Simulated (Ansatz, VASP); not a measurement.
**Two plane-wave programs on MgO**

```
CELL_PARAMETERS angstrom
3.55650 0.00000 0.00000
-1.77825 3.08002 0.00000
0.00000 0.00000 4.36660
ATOMIC_POSITIONS crystal
Mg 0.66667 0.33333 0.75000
Mg 0.33333 0.66667 0.25000
O 0.66667 0.33333 0.25000
O 0.33333 0.66667 0.75000
```

Alike in both runs: task single point; functional PBE; k mesh 9 × 9 × 6; occupations gaussian, width 0.05 eV; no spin polarisation.

```csv
,VASP,Ansatz
version,VASP 6.6.1,Ansatz 0.2.0
potentials or method,"VASP PAW PBE potentials, release 64 (Mg, O), cutoff 520 eV","scalar-relativistic, plane waves, PAW"
valence electrons in the cell,16,32
```

```csv
,VASP,Ansatz,Ansatz less VASP
gap on the k mesh at the Fermi level (eV),2.98,3.00,+0.021
least direct gap on the mesh (eV),2.98,3.00,+0.021
pressure (GPa),-6.1,-5.5,+0.56
"traceless stress, the component that is largest in VASP (GPa)",-1.67,-1.58,+0.094
```

With one functional, cell and mesh, what is left measures potentials, basis and numerics. VASP's potentials hold 16 valence electrons a cell and Ansatz's 32, so a difference there can come from the potentials and not from the codes.
